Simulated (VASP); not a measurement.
Runs of VASP 6.6.1 on InAs (CsCl type). The structure is that of space group Pm-3m (No. 221), or close to it. The cells are those of the table. 

```csv
task,cell,cutoff (eV),k mesh for the DOS,occupations for the DOS,gap on the mesh (eV),pressure (GPa)
single point,"a = 3.505 Å, 2 atoms",520,-,-,none,3.9
single point,"a = 3.578 Å, 2 atoms",520,-,-,none,0.0
single point,"a = 3.429 Å, 2 atoms",520,-,-,none,(a)
relaxation of cell and atoms,"relaxed from a = 3.157 Å, 2 atoms",600,-,-,-,0.0
single point,"a = 3.322 Å, 2 atoms",520,-,-,none,21.4
```

Alike in all rows: level PBE; potentials or basis VASP PAW PBE potentials, release 64 (In_d, As); no spin polarisation; k mesh 12 × 12 × 12; smearing fermi-dirac 0.05 eV.

Task: Fill in the values left out.

Result: (a) 9.6.

Caveats: spin-orbit coupling is left out, which moves the levels of the heavy elements; the bands computed are all filled at some k points, so no gap is given (some runs).

A k mesh can miss the band edges, and the runs leave out spin-orbit coupling on As, In.

A gap of «none» marks levels without a gap at the run's occupations.
